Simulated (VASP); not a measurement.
The system is BAs (zincblende type).

```
CELL_PARAMETERS angstrom
0.00000 2.40620 2.40620
2.40620 0.00000 2.40620
2.40620 2.40620 0.00000
ATOMIC_POSITIONS crystal
B 0.00000 0.00000 0.00000
As 0.25000 0.25000 0.25000
```

| Property | Result |
| --- | --- |
| Program | VASP 6.6.1 |
| Task | relaxation of cell and atoms |
| Functional | LDA |
| Potentials or basis | VASP PAW LDA potentials, release 64 (B, As_d) |
| Cutoff | 560 eV |
| k mesh | 15 × 15 × 15 |
| Occupations | fermi-dirac, width 0.05 eV |
| Spin | no spin polarisation |

At the start: pressure -6.4 GPa; volume 13.93 Å³/atom.

Problem. Where does the relaxation end?

Solution. Over 5 steps the energy falls by 13.7 meV/atom and the volume is 13.28 Å³/atom (-4.7 %); space group F-43m (No. 216, to 0.1 Å) before and after.

Step by step:
| step | energy change (eV) | largest force (eV/Å) | pressure (GPa) | volume (Å³) |
| --- | --- | --- | --- | --- |
| 1 | 0.0000 | 0.0000 | -6.42 | 27.86 |
| 2 | -0.0131 | 0.0000 | 5.25 | 25.67 |
| 3 | -0.0273 | 0.0000 | -0.14 | 26.56 |
| 4 | -0.0273 | 0.0000 | 0.07 | 26.53 |
| 5 | -0.0273 | 0.0000 | 0.03 | 26.55 |

Final structure:
```
B As
1.0
     0.00000    2.36784    2.36784
     2.36784    0.00000    2.36784
     2.36784    2.36784    0.00000
B As
1 1
Direct
  0.00000 0.00000 0.00000
  0.25000 0.25000 0.25000
```
